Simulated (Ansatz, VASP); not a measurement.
# Zn: VASP beside Ansatz

Contents of INCAR:

```
SYSTEM = Zn
  PREC = Accurate
  ENCUT = 520
  EDIFF = 1E-7
  ISMEAR = 0
  SIGMA = 0.1
  LREAL = .FALSE.
  LASPH = .TRUE.
  NELM = 60
  ALGO = Fast
  ISIF = 2
  LWAVE = .FALSE.
  LCHARG = .TRUE.
  GGA = PE
  LELF = .TRUE.
  LVHAR = .TRUE.
  NBANDS = 19
```

File KPOINTS:

```
Automatic mesh
0
G
  6 6 6
  0 0 0
```

File POSCAR:

```
Zn
1.0
    2.7152095226     -1.7232007131      0.0000000000
    2.7152095226      1.7232007131      0.0000000000
   -1.9749618952      0.0000000000      3.7670102309
Zn
2
Direct
    0.0640000000      0.0640000000      0.1530000000
    0.9360000000      0.9360000000      0.8470000000
```

Input for Ansatz:

```yaml
crystal:
  lattice:
    - [2.7152095226, -1.7232007131, 0.0]
    - [2.7152095226, 1.7232007131, 0.0]
    - [-1.9749618952, 0.0, 3.7670102309]
  atoms:
    - { symbol: Zn, position: [0.064, 0.064, 0.153] }
    - { symbol: Zn, position: [0.936, 0.936, 0.847] }
basis:
  ecutwfc: 420
kpoints:
  mp_grid: { grid: [6, 6, 6] }
hamiltonian:
  xc: pbe
scf:
  occupations: { method: gaussian, width: 0.1 }
  lower_state_search: "off"
output:
  forces: true
  stress: true
  eigenvalues: true
```

Alike in both runs: task single point; functional PBE; k mesh 6 × 6 × 6; occupations gaussian, width 0.1 eV; no spin polarisation.

|  | VASP | Ansatz |
| --- | --- | --- |
| version | VASP 6.6.1 | Ansatz 0.2.0 |
| potentials or method | VASP PAW PBE potentials, release 64 (Zn), cutoff 520 eV | scalar-relativistic, plane waves, PAW |
| valence electrons in the cell | 24 | 24 |

```tsv
	VASP	Ansatz	Ansatz less VASP
gap on the k mesh at the Fermi level (eV)	none	none	-
rms of the force components (eV/Å)	133.133	52.015	-81.1184
```

Atom by atom the forces differ by 81.118 eV/Å (rms over components). A gap of «none» marks a metal or a gap that the smearing closes.

The k mesh is coarse, so the values compare programs but aren't converged.
